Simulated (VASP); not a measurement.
Write the native input for VASP 6.6.1 that does the following.

```yaml
Task: single point
Functional: PBE exchange alone
Potentials_or_basis: VASP PAW PBE potentials, release 64 (Si, C)
Cutoff: 520 eV
k_mesh: 10 × 10 × 2
Occupations: fermi-dirac, width 0.05 eV
Spin: no spin polarisation
Dipole_correction: no
Further_INCAR_settings: ALGO = Normal; EDIFF = 1e-06; NBANDS = 36
```

The structure of SiC (Moissanite 6H) lies in POSCAR:

```
SiC
1.0
    3.0318190065      0.0000000000      0.0000000000
   -1.5159095032      2.6256322793      0.0000000000
    0.0000000000      0.0000000000     14.8603212692
Si C
6 6
Direct
    0.6666666667      0.3333333333      0.4583000000
    0.3333333333      0.6666666667      0.9583000000
    0.6666666667      0.3333333333      0.7917000000
    0.3333333333      0.6666666667      0.2917000000
    0.0000000000      0.0000000000      0.6250000000
    0.0000000000      0.0000000000      0.1250000000
    0.6666666667      0.3333333333      0.3333000000
    0.3333333333      0.6666666667      0.8333000000
    0.6666666667      0.3333333333      0.6667000000
    0.3333333333      0.6666666667      0.1667000000
    0.0000000000      0.0000000000      0.5000000000
    0.0000000000      0.0000000000      0.0000000000
```

One way to write it, as run:

INCAR

```
PREC = Accurate
ENCUT = 520
EDIFF = 1E-6
ISMEAR = -1
SIGMA = 0.05
LREAL = F
LASPH = T
NELM = 100
ALGO = Normal
ISIF = 2
LWAVE = F
LCHARG = F
GGA = PE
ALDAC = 0.0
AGGAC = 0.0
NBANDS = 36
```

KPOINTS

```
regular mesh
0
Gamma
  10 10 2
```

Potentials or basis: VASP PAW PBE potentials, release 64 (Si, C).

Run with:

```console
$ cat potpaw_PBE.64/Si/POTCAR potpaw_PBE.64/C/POTCAR > POTCAR
$ mpirun -np 1 vasp_std > vasp.out
```

Results of the run:

```yaml
Pressure: 33.0 GPa
Largest_force: 0.151 eV/Å
Band_gap_on_the_k_mesh: 2.32 eV, indirect (least direct gap 3.42 eV)
```

Run time: 2.8 min on 1 thread of AMD EPYC 7R13, with other jobs on the host, peak memory 0.25 GiB.
